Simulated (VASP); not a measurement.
# GaN (P6_3mc) in VASP: further runs

The runs below take GaN through single point, with LDA.

Program: VASP 6.6.1. These are calculated values, not measurements. Logs are shortened: lines on timing, memory, paths and dates and some standing lists are left out, and cuts for length are marked.

## (1) The cell of the first run

Symmetry: P6_3mc, No. 186, hexagonal system. The conventional cell has a = 3.105 Å, b = 3.105 Å, c = 5.063 Å, α = 90.00°, β = 90.00°, γ = 120.00°. Ga (site symmetry 3m) has 4 N at 1.90 Å within 2.5 Å. Within 2.5 Å of N (site symmetry 3m) lie 4 Ga at 1.90 Å.

## (2) Single point, LDA

INCAR

```
  ALGO = Normal
  EDIFF = 1E-6
  ENCUT = 520
  ISIF = 2
  ISMEAR = 0
  LASPH = T
  LCHARG = T
  LELF = T
  LREAL = F
  LVHAR = T
  LWAVE = F
  NBANDS = 26
  NELM = 60
  PREC = Accurate
  SIGMA = 0.01
```

KPOINTS

```
k-points
0
Gamma
  8 8 4
```

POSCAR

```
GaN
1.0
    3.1049025378      0.0000000000      0.0000000000
   -1.5524512689      2.6889244740      0.0000000000
    0.0000000000      0.0000000000      5.0628531699
Ga N
2 2
Direct
    0.3333333333      0.6666666667     -0.0006110650
    0.6666666667      0.3333333333      0.4993889350
    0.3333333333      0.6666666667      0.3756110650
    0.6666666667      0.3333333333      0.8756110650
```

Potentials or basis: VASP PAW LDA potentials, release 64 (Ga_d, N).

Run with:

```sh
> cat potpaw_LDA.64/Ga_d/POTCAR potpaw_LDA.64/N/POTCAR > POTCAR
> mpirun -np 1 vasp_std > vasp.out
```

OUTCAR:

```text
EDIFF = 1E-6
   ENCUT = 520
   ISIF = 2
   ISMEAR = 0
   LASPH = T
   LREAL = F
   NELM = 60
   PREC = Accurate

 ion  position               nearest neighbor table
   1  0.333  0.667  0.999-   4 1.90   4 1.90   4 1.90   3 1.90
   2  0.667  0.333  0.499-   3 1.90   3 1.90   3 1.90   4 1.90
   3  0.333  0.667  0.376-   2 1.90   2 1.90   2 1.90   1 1.90
   4  0.667  0.333  0.876-   1 1.90   1 1.90   1 1.90   2 1.90

  LATTYP: Found a hexagonal cell.
 ALAT       =     3.1049025378
 C/A-ratio  =     1.6305997075

  Lattice vectors:

 A1 = (   3.1049025378,   0.0000000000,   0.0000000000)
 A2 = (  -1.5524512689,   2.6889244740,   0.0000000000)
 A3 = (   0.0000000000,   0.0000000000,   5.0628531699)

Analysis of symmetry for initial positions (statically):
=====================================================================
 Subroutine PRICEL returns:
 Original cell was already a primitive cell.

 Routine SETGRP: Setting up the symmetry group for a
 hexagonal supercell.

 Subroutine GETGRP returns: Found 12 space group operations
 (whereof  6 operations were pure point group operations)
 out of a pool of 24 trial point group operations.

The static configuration has the point symmetry C_3v.
 The point group associated with its full space group is C_6v.

Analysis of symmetry for dynamics (positions and initial velocities):
=====================================================================
 Subroutine PRICEL returns:
 Original cell was already a primitive cell.

 Routine SETGRP: Setting up the symmetry group for a
 hexagonal supercell.

 Subroutine GETGRP returns: Found 12 space group operations
 (whereof  6 operations were pure point group operations)
 out of a pool of 24 trial point group operations.

The dynamic configuration has the point symmetry C_3v.
 The point group associated with its full space group is C_6v.

 Subroutine INISYM returns: Found 12 space group operations
 (whereof  6 operations are pure point group operations),
 and found     1 'primitive' translations

----------------------------------------------------------------------------------------

                                     Primitive cell

  volume of cell :      42.2690

[... 89 lines left out ...]
   LASPH  =      T    aspherical Exc in radial PAW
   ENCUT  =  520.0 eV  38.22 Ry    6.18 a.u.   5.77  5.77  9.41*2*pi/ulx,y,z
   NELM   =     60;   NELMIN=  2; NELMDL= -5     # of ELM steps
   EDIFF  = 0.1E-05   stopping-criterion for ELM
   LREAL  =      F    real-space projection
   EDIFFG = 0.1E-04   stopping-criterion for IOM
   NSW    =      0    number of steps for IOM
   IBRION =     -1    ionic relax: 0-MD 1-quasi-New 2-CG
   NFREE  =      0    steps in history (QN), initial steepest desc. (CG)
   ISIF   =      2    stress and relaxation
   ISYM   =      2    0-nonsym 1-usesym 2-fastsym
   POTIM  = 0.5000    time-step for ionic-motion
   TEBEG  =    0.0;   TEEND  =   0.0 temperature during run
   PSTRESS=    0.0 pullay stress
   NELECT =      36.0000    total number of electrons
   NUPDOWN=      -1.0000    fix difference up-down
   EMIN   =  10.00;   EMAX   =-10.00  energy-range for DOS
   EFERMI =   0.00;   METHOD = LEGACY
   ISMEAR =     0;   SIGMA  =   0.01  broadening in eV -4-tet -1-fermi 0-gaus
   EFERMI_NEDOS =   21; number of points for ismear=-14 and -15
   IALGO  =     38    algorithm
   IMIX   =      4    mixing-type and parameters
     AMIX     =   0.40;   BMIX     =  1.00
     AMIX_MAG =   1.60;   BMIX_MAG =  1.00
  volume/ion in A,a.u.               =      10.57        71.31
  Fermi-wavevector in a.u.,A,eV,Ry     =   1.551797  2.932472 32.763853  2.408075
  Thomas-Fermi vector in A             =   2.656265
   LORBIT       =      0    0 simple, 1 ext, 2 COOP (PROOUT), +10 PAW based schemes
   GGA     = CA    functional components
   LHFCALC =     F    Hartree Fock is set to
   AEXX    =    0.0000 exact exchange contribution
   IVDW    =     0    specifies the selected vdW correction
   LEPSILON=     F    determine dielectric tensor
   LRPA    =     F    only Hartree local field effects (RPA)
 non-spin polarized calculation
 Gauss-broadening in eV      SIGMA  =   0.01
  energy-cutoff  :      520.00
  volume of cell :       42.27
 maximum number of plane-waves:      1170
 NGX is ok and might be reduce to    24
   NGX = 11   NGY = 11   NGZ = 19

 number of electron      36.0000016 magnetization

 Free energy of the ion-electron system (eV)
  ---------------------------------------------------
  ext. energy  EPLUGINS =         0.00000000
  ---------------------------------------------------
  free energy    TOTEN  =       -27.83546067 eV

  energy without entropy =      -27.83546067  energy(sigma->0) =      -27.83546067

 E-fermi :   6.0470     XC(G=0): -12.5429

 val. band max:        5.9684150377   @ k =   0.0000   0.0000   0.0000
 cond. band min:       8.4137507134   @ k =   0.0000   0.0000   0.0000
 fundamental gap:      2.4453356756
 Fermi energy:         6.0470059646

 k-point     1 :       0.0000    0.0000    0.0000
  band No.  band energies     occupation
      1     -10.5909      2.00000
      2      -9.4535      2.00000
      3      -7.6834      2.00000
      4      -7.6636      2.00000
      5      -7.6636      2.00000
      6      -7.5866      2.00000
[... 685 lines left out ...]
     25      18.4887      0.00000
     26      18.4887      0.00000

 [... further k-points ...]

------------------------ aborting loop because EDIFF is reached ----------------------------------------

  FORCE on cell =-STRESS in cart. coord.  units (eV):
  Direction    XX          YY          ZZ          XY          YZ          ZX
  --------------------------------------------------------------------------------------
  -------------------------------------------------------------------------------------
  Total        2.9925139      2.9925139      2.9969804      0.0000000     -0.0000000      0.0000000
  in kB      113.4291940    113.4291940    113.5984936      0.0000000     -0.0000000      0.0000000
  external PRESSURE =     113.4856272 kB  Pullay stress =       0.0000000 kB

 VOLUME and BASIS-vectors are now :
 -----------------------------------------------------------------------------
  energy-cutoff  :      520.00
  volume of cell :       42.27
      direct lattice vectors                 reciprocal lattice vectors
     3.104902538  0.000000000  0.000000000     0.322071301  0.185947952  0.000000000
    -1.552451269  2.688924474  0.000000000     0.000000000  0.371895905  0.000000000
     0.000000000  0.000000000  5.062853170     0.000000000  0.000000000  0.197517085

 POSITION                                       TOTAL-FORCE (eV/Angst)
 -----------------------------------------------------------------------------------
     -0.00000      1.79262      5.05976        -0.000000      0.000000      0.001586
      1.55245      0.89631      2.52833         0.000000      0.000000      0.001586
     -0.00000      1.79262      1.90166        -0.000000     -0.000000     -0.001586
      1.55245      0.89631      4.43309         0.000000      0.000000     -0.001586
 -----------------------------------------------------------------------------------
    total drift:                                0.000000      0.000000      0.000224

  FREE ENERGIE OF THE ION-ELECTRON SYSTEM (eV)
  ---------------------------------------------------
  free  energy   TOTEN  =       -27.8354606675 eV

  energy  without entropy=      -27.8354606675  energy(sigma->0) =      -27.83546067
```

OSZICAR:

```text
N       E                     dE             d eps       ncg     rms          rms(c)
DAV:   1     0.272987126168E+03    0.27299E+03   -0.17898E+04  1738   0.265E+03
DAV:   2     0.145248548319E+01   -0.27153E+03   -0.25634E+03  1688   0.482E+02
DAV:   3    -0.311647641536E+02   -0.32617E+02   -0.32137E+02  1804   0.138E+02
DAV:   4    -0.321807248680E+02   -0.10160E+01   -0.10114E+01  1846   0.254E+01
DAV:   5    -0.321991121362E+02   -0.18387E-01   -0.18372E-01  1870   0.335E+00    0.111E+01
DAV:   6    -0.278653909572E+02    0.43337E+01   -0.10096E+01  2590   0.530E+01    0.317E+00
DAV:   7    -0.278972027943E+02   -0.31812E-01   -0.13728E+00  1668   0.834E+00    0.264E+00
DAV:   8    -0.278581338962E+02    0.39069E-01   -0.23396E-01  2576   0.554E+00    0.125E+00
DAV:   9    -0.278349137891E+02    0.23220E-01   -0.67013E-02  2530   0.425E+00    0.323E-01
DAV:  10    -0.278356728212E+02   -0.75903E-03   -0.54410E-03  1648   0.548E-01    0.143E-01
DAV:  11    -0.278354630786E+02    0.20974E-03   -0.94433E-04  2348   0.578E-01    0.517E-02
DAV:  12    -0.278354812852E+02   -0.18207E-04   -0.13272E-04  1642   0.717E-02    0.769E-02
DAV:  13    -0.278354660656E+02    0.15220E-04   -0.13769E-05  2256   0.556E-02    0.439E-02
DAV:  14    -0.278354613489E+02    0.47167E-05   -0.82716E-06  2274   0.286E-02    0.198E-02
DAV:  15    -0.278354606675E+02    0.68142E-06   -0.16183E-06  1090   0.856E-03
   1 F= -.27835461E+02 E0= -.27835461E+02  d E =-.660181E-31
```

stdout:

```text
POSCAR found type information on POSCAR GaN
 POSCAR found :  2 types and       4 ions
 scaLAPACK will be used
 LDA part: xc-table for (Slater(with rela. corr.)+CA(PZ))
 , standard interpolation
 POSCAR, INCAR and KPOINTS ok, starting setup
 FFT: planning ... GRIDC
 FFT: planning ... GRID_SOFT
 FFT: planning ... GRID
 WAVECAR not read
 entering main loop
```

Run time: 27 s. Hardware: 1 thread of Intel Xeon Platinum 8259CL at 2.50GHz (Skylake/Cascade Lake), shared host; peak memory 0.15 GiB.

Results:

```yaml
Free_energy: -27.8355 eV
Pressure: 11.3 GPa
Band_gap_on_the_k_mesh: 2.45 eV, direct
```

A hybrid or GW would open this gap; LDA tends to underestimate it.

## (3) Single point, LDA

This run uses another cell than the first one, of 10.70 Å³/atom, 1.013 times its volume.

INCAR

```
ALGO = Normal ; EDIFF = 1E-6
ENCUT = 520 ; GGA = CA
ISIF = 2 ; ISMEAR = 0
LASPH = True ; LCHARG = False
LREAL = False ; LWAVE = False
NBANDS = 26 ; NELM = 100
PREC = Accurate ; SIGMA = 0.01
```

KPOINTS is that of step 2.

POSCAR

```
GaN
1.0
    3.1180155301      0.0000000000      0.0000000000
   -1.5590077650      2.7002806584      0.0000000000
    0.0000000000      0.0000000000      5.0838664752
Ga N
2 2
Direct
    0.3333333333      0.6666666667     -0.0006385991
    0.6666666667      0.3333333333      0.4993614009
    0.3333333333      0.6666666667      0.3756385991
    0.6666666667      0.3333333333      0.8756385991
```

Potentials or basis: VASP PAW LDA potentials, release 64 (Ga_d, N).

Run with:

```sh
> cat potpaw_LDA.64/Ga_d/POTCAR potpaw_LDA.64/N/POTCAR > POTCAR
> mpirun -np 1 vasp_std > vasp.out
```

Wall time 27 s (1 thread of Intel Xeon Platinum 8259CL at 2.50GHz (Skylake/Cascade Lake), shared host); peak memory 0.15 GiB.

Results (log left out):

| Property | Result |
| --- | --- |
| Free energy | -27.8684 eV |
| Pressure | 8.3 GPa |
| Band gap on the k mesh | 2.36 eV, direct |

Levels at points of the mesh, in eV from the valence-band top:
```
           k point  band 16  band 17  band 18  band 19  band 20  band 21
(0.00, 0.00, 0.00)    -0.06     0.00     0.00     2.36     4.60     9.40
(0.50, 0.00, 0.00)    -3.01    -2.45    -1.09     5.09     5.81     6.12
(0.00, 0.00, 0.50)    -0.58    -0.58    -0.58     4.61     4.61     8.64
(0.50, 0.00, 0.50)    -2.13    -2.06    -2.06     4.48     4.48     8.01
```

As with any semilocal functional, this LDA gap is likely too small.

## (4) Single point, LDA

This run uses another cell than the first one, of 10.70 Å³/atom, 1.013 times its volume.

INCAR

```
ALGO = Normal
EDIFF = 1E-6
ENCUT = 520
GGA = CA
ISIF = 2
ISMEAR = 0
LASPH = T
LCHARG = F
LREAL = F
LWAVE = F
NBANDS = 26
NELM = 60
PREC = Accurate
SIGMA = 0.01
```

KPOINTS is that of step 3.

Edit POSCAR of step 3 so:

```diff
@@ -2,3 +2,3 @@
 1.0
-    3.1180155301      0.0000000000      0.0000000000
+    3.1180155300      0.0000000000      0.0000000000
    -1.5590077650      2.7002806584      0.0000000000
```

Potentials or basis: VASP PAW LDA potentials, release 64 (Ga_d, N).

Run with:

```sh
> cat potpaw_LDA.64/Ga_d/POTCAR potpaw_LDA.64/N/POTCAR > POTCAR
> mpirun -np 1 vasp_std > vasp.out
```

OUTCAR:

```text
EDIFF = 1E-6
   ENCUT = 520
   GGA = CA
   ISIF = 2
   ISMEAR = 0
   LASPH = T
   LREAL = F
   NELM = 60
   PREC = Accurate

 ion  position               nearest neighbor table
   1  0.333  0.667  0.999-   4 1.91   4 1.91   4 1.91   3 1.91
   2  0.667  0.333  0.499-   3 1.91   3 1.91   3 1.91   4 1.91
   3  0.333  0.667  0.376-   2 1.91   2 1.91   2 1.91   1 1.91
   4  0.667  0.333  0.876-   1 1.91   1 1.91   1 1.91   2 1.91

[... 897 lines left out ...]

  FORCE on cell =-STRESS in cart. coord.  units (eV):
  Direction    XX          YY          ZZ          XY          YZ          ZX
  --------------------------------------------------------------------------------------
  -------------------------------------------------------------------------------------
  Total        2.2124457      2.2124457      2.2135922      0.0000000      0.0000000      0.0000000
  in kB       82.8136432     82.8136432     82.8565567      0.0000000      0.0000000      0.0000000
  external PRESSURE =      82.8279477 kB  Pullay stress =       0.0000000 kB

 VOLUME and BASIS-vectors are now :
 -----------------------------------------------------------------------------
  energy-cutoff  :      520.00
  volume of cell :       42.80
      direct lattice vectors                 reciprocal lattice vectors
     3.118015530  0.000000000  0.000000000     0.320716812  0.185165938  0.000000000
    -1.559007765  2.700280658  0.000000000     0.000000000  0.370331875  0.000000000
     0.000000000  0.000000000  5.083866475     0.000000000  0.000000000  0.196700681

 POSITION                                       TOTAL-FORCE (eV/Angst)
 -----------------------------------------------------------------------------------
     -0.00000      1.80019      5.08062         0.000000     -0.000000      0.001677
      1.55901      0.90009      2.53869        -0.000000      0.000000      0.001677
     -0.00000      1.80019      1.90970         0.000000     -0.000000     -0.001677
      1.55901      0.90009      4.45163        -0.000000      0.000000     -0.001677
 -----------------------------------------------------------------------------------
    total drift:                               -0.000000      0.000000      0.000811

  FREE ENERGIE OF THE ION-ELECTRON SYSTEM (eV)
  ---------------------------------------------------
  free  energy   TOTEN  =       -27.8684152898 eV

  energy  without entropy=      -27.8684152898  energy(sigma->0) =      -27.86841529
```

stdout:

```text
POSCAR found type information on POSCAR GaN
 POSCAR found :  2 types and       4 ions
 scaLAPACK will be used
 LDA part: xc-table for (Slater(with rela. corr.)+CA(PZ))
 , standard interpolation
 POSCAR, INCAR and KPOINTS ok, starting setup
 FFT: planning ... GRIDC
 FFT: planning ... GRID_SOFT
 FFT: planning ... GRID
 WAVECAR not read
 entering main loop
```

It took 27 s on 1 thread of Intel Xeon Platinum 8259CL at 2.50GHz (Skylake/Cascade Lake), shared host; peak memory 0.15 GiB.

What came out:

```
Free energy            : -27.8684 eV
Pressure               : 8.3 GPa
Band gap on the k mesh : 2.36 eV, direct
```

Expect the measured gap to be larger: semilocal functionals such as LDA lack the derivative discontinuity.

## (5) Single point, LDA

This run uses another cell than the first one, of 10.95 Å³/atom, 1.036 times its volume.

INCAR

```
PREC = Accurate
ENCUT = 520
EDIFF = 1E-6
ISMEAR = 0
SIGMA = 0.01
LREAL = F
LASPH = T
NELM = 60
ALGO = Normal
ISIF = 2
LWAVE = F
LCHARG = T
LELF = T
LVHAR = T
NBANDS = 26
```

KPOINTS

```
Automatic mesh
0
Gamma
  8 8 4
```

POSCAR

```
GaN
1.0
    3.1417299132      0.0000000000      0.0000000000
   -1.5708649566      2.7208179166      0.0000000000
    0.0000000000      0.0000000000      5.1221339731
Ga N
2 2
Direct
    0.3333333333      0.6666666667     -0.0006889954
    0.6666666667      0.3333333333      0.4993110046
    0.3333333333      0.6666666667      0.3756889954
    0.6666666667      0.3333333333      0.8756889954
```

Run with:

```sh
> cat potpaw_LDA.64/Ga_d/POTCAR potpaw_LDA.64/N/POTCAR > POTCAR
> mpirun -np 1 vasp_std > vasp.out
```

Run time: 25 s. Hardware: 1 thread of Intel Xeon Platinum 8259CL at 2.50GHz (Skylake/Cascade Lake), shared host; peak memory 0.16 GiB.

Results (log left out):

- Free energy: -27.9036 eV
- Pressure: 3.2 GPa
- Band gap on the k mesh: 2.21 eV, direct

Forces in eV/Å, atoms in the order of the input:
```
Ga   0.000  0.000  0.002
Ga   0.000  0.000  0.002
N    0.000  0.000 -0.002
N    0.000  0.000 -0.002
```

Levels at points of the mesh, in eV from the valence-band top:
```
           k point  band 15  band 16  band 17  band 18  band 19  band 20  band 21  band 22
(0.00, 0.00, 0.00)    -1.10    -0.06     0.00     0.00     2.21     4.45     9.27     9.96
(0.50, 0.00, 0.00)    -4.45    -2.92    -2.37    -1.06     5.03     5.71     6.03     8.80
(0.00, 0.00, 0.50)    -0.56    -0.56    -0.56    -0.56     4.47     4.47     8.52     8.52
(0.50, 0.00, 0.50)    -2.07    -2.07    -2.01    -2.01     4.41     4.41     7.87     7.87
```

Expect the measured gap to be larger: semilocal functionals such as LDA lack the derivative discontinuity.

## (6) The runs side by side

```tsv
cell	gap on the mesh (eV)	pressure (GPa)
a = 3.105, b = 3.105, c = 5.063 Å, angles 90.0, 90.0, 120.0°, 4 atoms	2.45	11.3
a = 3.118, b = 3.118, c = 5.084 Å, angles 90.0, 90.0, 120.0°, 4 atoms	2.36	8.3
a = 3.142, b = 3.142, c = 5.122 Å, angles 90.0, 90.0, 120.0°, 4 atoms	2.21	3.2
```

Alike in all rows: task single point; level LDA; potentials or basis VASP PAW LDA potentials, release 64 (Ga_d, N); no spin polarisation; k mesh 8 × 8 × 4; cutoff (eV) 520; smearing gaussian 0.01 eV.

Total energies depend on the potentials used, so only differences within one code and one set of settings carry meaning.
